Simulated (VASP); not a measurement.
A run of VASP 6.6.1 is set up as follows.

Contents of POSCAR:

```
Ti
1.0
   -1.6518678664      1.6518678664      1.6518678664
    1.6518678664     -1.6518678664      1.6518678664
    1.6518678664      1.6518678664     -1.6518678664
Ti
1
Direct
    0.0000000000      0.0000000000      0.0000000000
```

INCAR.step1

```
SYSTEM = Ti
PREC = Accurate
ENCUT = 520
ISMEAR = -1
SIGMA = 0.05
LREAL = .False.
LASPH = .True.
NELM = 100
NBANDS = 12
GGA = PE
ALGO = Normal
EDIFF = 1E-4
LWAVE = .True.
LCHARG = .False.
```

INCAR.step2

```
SYSTEM = Ti
PREC = Accurate
ENCUT = 520
EDIFF = 1E-6
ISMEAR = -1
SIGMA = 0.05
LREAL = .False.
LASPH = .True.
NELM = 100
ALGO = Normal
ISIF = 2
LWAVE = .False.
LCHARG = .False.
METAGGA = R2SCAN
LMIXTAU = .True.
NBANDS = 12
ISTART = 1
```

File KPOINTS:

```
regular mesh
0
Gamma
  11 11 11
  0 0 0
```

Potentials or basis: VASP PAW PBE potentials, release 64 (Ti_sv).

Run with:

```bash
$ cat potpaw_PBE.64/Ti_sv/POTCAR > POTCAR
$ cp INCAR.step1 INCAR
$ mpirun -np 1 vasp_std > vasp.out
$ cp INCAR.step2 INCAR
$ mpirun -np 1 vasp_std > vasp.out
```

(1) Estimate the band gap on the k mesh.

(2) Predict the pressure.

Answers

(1) zero (band 6 reaches 8.84 eV, above the bottom of band 7 at 7.13 eV).

(2) -4.5 GPa.

Caveat: the PAW data sets were made with another functional, which shifts forces and pressure a little.
